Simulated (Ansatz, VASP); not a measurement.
# Ge: VASP beside Ansatz

INCAR

```
SYSTEM = Ge
ALGO = Normal ; EDIFF = 1E-6
ENCUT = 500 ; GGA = PE
GGA_COMPAT = .FALSE. ; ISIF = 2
ISMEAR = 0 ; LASPH = .TRUE.
LCHARG = .FALSE. ; LREAL = .FALSE.
LWAVE = .FALSE. ; NBANDS = 13
NELM = 120 ; PREC = Accurate
SIGMA = 0.1
```

File KPOINTS:

```
k-points
0
G
  6 6 6
  0 0 0
```

Contents of POSCAR:

```
Ge
1.0
    0.0000000000      2.0983605250      2.0983605250
    2.0983605250      0.0000000000      2.0983605250
    2.0983605250      2.0983605250      0.0000000000
Ge
1
Direct
    0.0000000000      0.0000000000      0.0000000000
```

Input for Ansatz:

```yaml
crystal:
  lattice:
    - [0.0, 2.098360525, 2.098360525]
    - [2.098360525, 0.0, 2.098360525]
    - [2.098360525, 2.098360525, 0.0]
  atoms:
    - { symbol: Ge, position: [0.0, 0.0, 0.0] }
basis:
  ecutwfc: 420
kpoints:
  mp_grid: { grid: [6, 6, 6] }
hamiltonian:
  xc: pbe
scf:
  occupations: { method: gaussian, width: 0.1 }
output:
  forces: true
  stress: true
  eigenvalues: true
```

Alike in both runs: task single point; functional PBE; k mesh 6 × 6 × 6; occupations gaussian, width 0.1 eV; no spin polarisation.

```csv
,VASP,Ansatz
version,VASP 6.6.1,Ansatz 0.2.0
potentials or method,"VASP PAW PBE potentials, release 64 (Ge_d), cutoff 500 eV","scalar-relativistic, plane waves, PAW"
valence electrons in the cell,14,14
```

VASP gave:

```
gap on the k mesh at the Fermi level (eV) : none
pressure (GPa)                            : 6.3
```

What did Ansatz give for the same quantities?

gap on the k mesh at the Fermi level (eV): none; pressure (GPa): 6.5.

A gap of «none» marks a metal or a gap that the smearing closes.

The k mesh is coarse, so the values compare programs but aren't converged.
